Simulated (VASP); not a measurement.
# C in VASP: a series of runs

The runs below take C through single point, with PBE+D3(BJ), PBE.

All numbers are computed with VASP 6.6.1; they aren't measurements. Logs are shortened: lines on timing, memory, paths and dates and some standing lists are left out, and cuts for length are marked.

**1. The cell of the first run**

The cell holds a slab with vacuum, 2 atoms: a = 2.466 Å, b = 2.466 Å, c = 26.000 Å, α = 90.00°, β = 90.00°, γ = 120.00°.

**2. Single point, PBE+D3(BJ)**

Contents of INCAR:

```
PREC = Accurate ; ENCUT = 520
EDIFF = 1E-6 ; ISMEAR = 0
SIGMA = 0.1 ; LREAL = F
LASPH = T ; NELM = 80
ALGO = Normal ; ISIF = 2
LWAVE = F ; LCHARG = T
LDIPOL = T ; IDIPOL = 3
DIPOL = 0.5 0.5 0.500 ; GGA = PE
IVDW = 12 ; LELF = T
LVHAR = T ; LVACPOTAV = T
NBANDS = 11
```

Contents of KPOINTS:

```
regular mesh
0
Gamma
  21 21 1
```

Contents of POSCAR:

```
C
1.0
    2.4657067203      0.0000000000      0.0000000000
   -1.2328533601      2.1353646581      0.0000000000
    0.0000000000      0.0000000000     26.0000000000
C
2
Direct
    0.0000000000      0.0000000000      0.5000000000
    0.6666666667      0.3333333333      0.5000000000
```

Potentials or basis: VASP PAW PBE potentials, release 64 (C).

The run is started by

```
$ cat potpaw_PBE.64/C/POTCAR > POTCAR
$ mpirun -np 1 vasp_std > vasp.out
```

OUTCAR:

```text
PREC = Accurate
   ENCUT = 520
   EDIFF = 1E-6
   ISMEAR = 0
   LREAL = F
   LASPH = T
   NELM = 80
   ISIF = 2
   GGA = PE
   IVDW = 12
 IVDW          = 12

 ion  position               nearest neighbor table
   1  0.000  0.000  0.500-   2 1.42   2 1.42   2 1.42
   2  0.667  0.333  0.500-   1 1.42   1 1.42   1 1.42

  LATTYP: Found a hexagonal cell.
 ALAT       =     2.4657067203
 C/A-ratio  =    10.5446441728

  Lattice vectors:

 A1 = (   2.4657067203,   0.0000000000,   0.0000000000)
 A2 = (  -1.2328533601,   2.1353646581,   0.0000000000)
 A3 = (   0.0000000000,   0.0000000000,  26.0000000000)

Analysis of symmetry for initial positions (statically):
=====================================================================
 Subroutine PRICEL returns:
 Original cell was already a primitive cell.

 Routine SETGRP: Setting up the symmetry group for a
 hexagonal supercell.

 Subroutine GETGRP returns: Found 24 space group operations
 (whereof 12 operations were pure point group operations)
 out of a pool of 24 trial point group operations.

The static configuration has the point symmetry D_3h.
 The point group associated with its full space group is D_6h.

Analysis of symmetry for dynamics (positions and initial velocities):
=====================================================================
 Subroutine PRICEL returns:
 Original cell was already a primitive cell.

 Routine SETGRP: Setting up the symmetry group for a
 hexagonal supercell.

 Subroutine GETGRP returns: Found 24 space group operations
 (whereof 12 operations were pure point group operations)
 out of a pool of 24 trial point group operations.

The dynamic configuration has the point symmetry D_3h.
 The point group associated with its full space group is D_6h.

 Subroutine INISYM returns: Found 24 space group operations
 (whereof 12 operations are pure point group operations),
 and found     1 'primitive' translations

----------------------------------------------------------------------------------------

                                     Primitive cell

  volume of cell :     136.8948

  direct lattice vectors                    reciprocal lattice vectors
     2.465706720  0.000000000  0.000000000     0.405563237  0.234152044  0.000000000
    -1.232853360  2.135364658  0.000000000     0.000000000  0.468304089  0.000000000
     0.000000000  0.000000000 26.000000000     0.000000000  0.000000000  0.038461538

  length of vectors
     2.465706720  2.465706720 26.000000000     0.468304089  0.468304089  0.038461538

  position of ions in fractional coordinates (direct lattice)
     0.000000000  0.000000000  0.500000000
     0.666666667  0.333333333  0.500000000

  ion indices of the primitive-cell ions
   primitive index   ion index
                 1           1
                 2           2

----------------------------------------------------------------------------------------

 KPOINTS: regular mesh

Automatic generation of k-mesh.
 Grid dimensions read from file:
 generate k-points for:   21   21    1

 Generating k-lattice:

  Cartesian coordinates                     Fractional coordinates (reciprocal lattice)
     0.019312535  0.011150097  0.000000000     0.047619048  0.000000000  0.000000000
     0.000000000  0.022300195  0.000000000     0.000000000  0.047619048  0.000000000
     0.000000000  0.000000000  0.038461538     0.000000000  0.000000000  1.000000000

  Length of vectors
     0.022300195  0.022300195  0.038461538

  Shift w.r.t. Gamma in fractional coordinates (k-lattice)
     0.000000000  0.000000000  0.000000000

 Subroutine IBZKPT returns following result:
 ===========================================

 Found     48 irreducible k-points:

 Following reciprocal coordinates:
            Coordinates               Weight
  0.000000  0.000000  0.000000      1.000000
  0.047619  0.000000  0.000000      6.000000
  0.095238 -0.000000  0.000000      6.000000
  0.142857 -0.000000  0.000000      6.000000
  0.190476 -0.000000  0.000000      6.000000
  0.238095 -0.000000  0.000000      6.000000
[... 16 lines left out ...]
  0.142857  0.095238  0.000000     12.000000
  0.190476  0.095238  0.000000     12.000000
 [... further k-points ...]
   k-points           NKPTS =     48   k-points in BZ     NKDIM =     48   number of bands    NBANDS=     11
   number of dos      NEDOS =    301   number of ions     NIONS =      2
   total plane-waves  NPLWV =  63504
   dimension x,y,z NGX =    18 NGY =   18 NGZ =  196
   dimension x,y,z NGXF=    36 NGYF=   36 NGZF=  392
   ions per type =               2
   NGX,Y,Z   is equivalent  to a cutoff of  12.14, 12.14, 12.53 a.u.
   NGXF,Y,Z  is equivalent  to a cutoff of  24.27, 24.27, 25.06 a.u.
 SYSTEM =  unknown system
   PREC   = accura    normal or accurate (medium, high low for compatibility)
   ISTART =      0    job   : 0-new  1-cont  2-samecut
   ICHARG =      2    charge: 1-file 2-atom 10-const
   ISPIN  =      1    spin polarized calculation?
   LNONCOLLINEAR =      F non collinear calculations
   LSORBIT =      F    spin-orbit coupling
   LASPH  =      T    aspherical Exc in radial PAW
   ENCUT  =  520.0 eV  38.22 Ry    6.18 a.u.   4.58  4.58 48.34*2*pi/ulx,y,z
   NELM   =     80;   NELMIN=  2; NELMDL= -5     # of ELM steps
   EDIFF  = 0.1E-05   stopping-criterion for ELM
   LREAL  =      F    real-space projection
   EDIFFG = 0.1E-04   stopping-criterion for IOM
   NSW    =      0    number of steps for IOM
   IBRION =     -1    ionic relax: 0-MD 1-quasi-New 2-CG
   NFREE  =      0    steps in history (QN), initial steepest desc. (CG)
   ISIF   =      2    stress and relaxation
   ISYM   =      2    0-nonsym 1-usesym 2-fastsym
   POTIM  = 0.5000    time-step for ionic-motion
   TEBEG  =    0.0;   TEEND  =   0.0 temperature during run
   PSTRESS=    0.0 pullay stress
   NELECT =       8.0000    total number of electrons
   NUPDOWN=      -1.0000    fix difference up-down
   EMIN   =  10.00;   EMAX   =-10.00  energy-range for DOS
   EFERMI =   0.00;   METHOD = LEGACY
   ISMEAR =     0;   SIGMA  =   0.10  broadening in eV -4-tet -1-fermi 0-gaus
   EFERMI_NEDOS =   21; number of points for ismear=-14 and -15
   IALGO  =     38    algorithm
   IMIX   =      4    mixing-type and parameters
     AMIX     =   0.40;   BMIX     =  1.00
     AMIX_MAG =   1.60;   BMIX_MAG =  1.00
  volume/ion in A,a.u.               =      68.45       461.91
  Fermi-wavevector in a.u.,A,eV,Ry     =   0.635296  1.200535  5.491319  0.403601
  Thomas-Fermi vector in A             =   1.699581
   LORBIT       =      0    0 simple, 1 ext, 2 COOP (PROOUT), +10 PAW based schemes
   GGA     = PE    functional components
   LHFCALC =     F    Hartree Fock is set to
   AEXX    =    0.0000 exact exchange contribution
   IVDW    =    12    specifies the selected vdW correction
   LEPSILON=     F    determine dielectric tensor
   LRPA    =     F    only Hartree local field effects (RPA)
 non-spin polarized calculation
 Gauss-broadening in eV      SIGMA  =   0.10
  energy-cutoff  :      520.00
  volume of cell :      136.89
 maximum number of plane-waves:      3740
   NGX =  9   NGY =  9   NGZ = 97

 number of electron       7.9999997 magnetization

 dipolmoment           0.000000      0.000000     -0.000000 electrons x Angstroem

 Free energy of the ion-electron system (eV)
  ---------------------------------------------------
  ext. energy  EPLUGINS =         0.00000000
  ---------------------------------------------------
  free energy    TOTEN  =       -18.45101507 eV

  energy without entropy =      -18.45050334  energy(sigma->0) =      -18.45075921

 E-fermi :  -3.0883     XC(G=0):  -1.6760

 val. band max:       -3.0882733887   @ k =   0.3333   0.3333   0.0000
 cond. band min:      -3.0882733861   @ k =   0.3333   0.3333   0.0000
 fundamental gap:      0.0000000027
 Fermi energy:        -3.0882733879

 k-point     1 :       0.0000    0.0000    0.0000
  band No.  band energies     occupation
      1     -22.6135      2.00000
      2     -10.7078      2.00000
      3      -6.1343      2.00000
      4      -6.1343      2.00000
      5       0.1733      0.00000
      6       0.9449      0.00000
      7       1.2104      0.00000
      8       1.6752      0.00000
      9       1.9653      0.00000
     10       2.8640      0.00000
     11       3.2645      0.00000

 k-point     2 :       0.0476    0.0000    0.0000
  band No.  band energies     occupation
      1     -22.5599      2.00000
      2     -10.6437      2.00000
      3      -6.3544      2.00000
      4      -6.2502      2.00000
      5       0.2460      0.00000
      6       1.0187      0.00000
      7       1.2851      0.00000
      8       1.7496      0.00000
      9       2.0396      0.00000
     10       2.9380      0.00000
     11       3.3382      0.00000

 k-point     3 :       0.0952   -0.0000    0.0000
  band No.  band energies     occupation
      1     -22.3993      2.00000
      2     -10.4521      2.00000
      3      -6.9720      2.00000
      4      -6.5674      2.00000
      5       0.4642      0.00000
      6       1.2400      0.00000
      7       1.5093      0.00000
      8       1.9725      0.00000
      9       2.2625      0.00000
     10       3.1598      0.00000
     11       3.5594      0.00000

 k-point     4 :       0.1429   -0.0000    0.0000
  band No.  band energies     occupation
      1     -22.1322      2.00000
      2     -10.1347      2.00000
      3      -7.8878      2.00000
      4      -7.0155      2.00000
      5       0.8278      0.00000
      6       1.6084      0.00000
      7       1.8829      0.00000
      8       2.3439      0.00000
      9       2.6339      0.00000
     10       3.5292      0.00000
     11       3.9277      0.00000

 k-point     5 :       0.1905   -0.0000    0.0000
  band No.  band energies     occupation
      1     -21.7596      2.00000
      2      -9.6945      2.00000
      3      -8.9958      2.00000
      4      -7.5205      2.00000
      5       1.3365      0.00000
      6       2.1228      0.00000
      7       2.4059      0.00000
      8       2.8632      0.00000
      9       3.1538      0.00000
     10       4.0444      0.00000
     11       4.4401      0.00000
[... 211 lines left out ...]
 k-point    21 :       0.4762    0.0476    0.0000
  band No.  band energies     occupation
      1     -17.3366      2.00000
      2     -16.2957      2.00000
      3      -9.6905      2.00000
      4      -5.4000      2.00000
      5      -1.4224      0.00000
      6       4.5229      0.00000
      7       8.0721      0.00000
      8       8.2285      0.00000
      9       8.8674      0.00000
     10       9.1159      0.00000
     11       9.5036      0.00000

 k-point    22 :       0.0952    0.0952    0.0000
  band No.  band energies     occupation
      1     -21.9723      2.00000
      2      -9.9452      2.00000
      3      -8.2320      2.00000
      4      -7.4341      2.00000
      5       1.0462      0.00000
      6       1.8293      0.00000
      7       2.1070      0.00000
      8       2.5667      0.00000
      9       2.8570      0.00000
     10       3.7507      0.00000
     11       4.1497      0.00000

 k-point    23 :       0.1429    0.0952    0.0000
  band No.  band energies     occupation
      1     -21.6005      2.00000
      2      -9.5069      2.00000
      3      -9.1713      2.00000
      4      -8.0384      2.00000
      5       1.5552      0.00000
      6       2.3436      0.00000
      7       2.6301      0.00000
      8       3.0860      0.00000
      9       3.3771      0.00000
     10       4.2663      0.00000
     11       4.6657      0.00000

 k-point    24 :       0.1905    0.0952    0.0000
  band No.  band energies     occupation
      1     -21.1252      2.00000
      2     -10.2662      2.00000
      3      -8.9516      2.00000
      4      -8.6117      2.00000
      5       2.2086      0.00000
      6       2.9997      0.00000
      7       3.3025      0.00000
      8       3.7488      0.00000
      9       4.0455      0.00000
     10       4.2001      0.00000
     11       4.9340      0.00000

 [... further k-points ...]

------------------------ aborting loop because EDIFF is reached ----------------------------------------

 Edisp (eV)   -0.17716

 E8    (eV) :    -0.0555

  FORCE on cell =-STRESS in cart. coord.  units (eV):
  Direction    XX          YY          ZZ          XY          YZ          ZX
  --------------------------------------------------------------------------------------
  -------------------------------------------------------------------------------------
  Total       0.07770     0.07770    -0.01079     0.00000     0.00000    -0.00000
  in kB       0.90936     0.90936    -0.12630     0.00000     0.00000    -0.00000
  external pressure =        0.56 kB  Pullay stress =        0.00 kB

 VOLUME and BASIS-vectors are now :
 -----------------------------------------------------------------------------
  energy-cutoff  :      520.00
  volume of cell :      136.89
      direct lattice vectors                 reciprocal lattice vectors
     2.465706720  0.000000000  0.000000000     0.405563237  0.234152044  0.000000000
    -1.232853360  2.135364658  0.000000000     0.000000000  0.468304089  0.000000000
     0.000000000  0.000000000 26.000000000     0.000000000  0.000000000  0.038461538

 POSITION                                       TOTAL-FORCE (eV/Angst)
 -----------------------------------------------------------------------------------
      0.00000      0.00000     13.00000         0.000000     -0.000000      0.000000
      1.23285      0.71179     13.00000        -0.000000      0.000000      0.000000
 -----------------------------------------------------------------------------------
    total drift:                               -0.000000      0.000000      0.000000

  FREE ENERGIE OF THE ION-ELECTRON SYSTEM (eV)
  ---------------------------------------------------
  free  energy   TOTEN  =       -18.6281750206 eV

  energy  without entropy=      -18.6276632840  energy(sigma->0) =      -18.62791915

 vacuum level on the upper side and lower side of the slab         1.156         1.156
```

Run time: 100 s. Hardware: 1 thread of Intel Xeon 6975P-C (Granite Rapids), shared host; peak memory 0.26 GiB.

What came out:

```yaml
Free_energy: -18.6282 eV
Band_gap_on_the_k_mesh: zero (filled and empty bands touch)
Dispersion_energy_per_atom: -0.089 eV
```

Levels at points of the mesh, in eV from the Fermi level:
```
           k point  band 1  band 2  band 3  band 4  band 5  band 6  band 7  band 8
(0.00, 0.00, 0.00)  -19.53   -7.62   -3.05   -3.05    3.26    4.03    4.30    4.76
```

**3. Single point, PBE**

Contents of INCAR:

```
SYSTEM = C
PREC = Accurate
ENCUT = 520
EDIFF = 1E-6
ISMEAR = 0
SIGMA = 0.1
LREAL = .False.
LASPH = .True.
NELM = 80
ALGO = Normal
ISIF = 2
LWAVE = .False.
LCHARG = .True.
LDIPOL = .True.
IDIPOL = 3
DIPOL = 0.5 0.5 0.500
GGA = PE
LELF = .True.
LVHAR = .True.
LVACPOTAV = .True.
NBANDS = 11
```

Contents of KPOINTS:

```
Automatic mesh
0
Gamma
  21 21 1
  0 0 0
```

Contents of POSCAR:

```
C
1.0
    2.4664762223      0.0000000000      0.0000000000
   -1.2332381111      2.1360310663      0.0000000000
    0.0000000000      0.0000000000     26.0000000000
C
2
Direct
    0.0000000000      0.0000000000      0.5000000000
    0.6666666667      0.3333333333      0.5000000000
```

Potentials or basis: VASP PAW PBE potentials, release 64 (C).

The run is started by

```
$ cat potpaw_PBE.64/C/POTCAR > POTCAR
$ mpirun -np 1 vasp_std > vasp.out
```

It took 92 s on 1 thread of Intel Xeon 6975P-C (Granite Rapids), shared host; peak memory 0.25 GiB.

Results (log left out):

* Free energy: -18.4511 eV
* Band gap on the k mesh: zero (filled and empty bands touch)

Levels at points of the mesh, in eV from the Fermi level:
```
           k point  band 2  band 3  band 4  band 5  band 6  band 7
(0.00, 0.00, 0.00)   -7.61   -3.05   -3.05    3.26    4.04    4.30
```
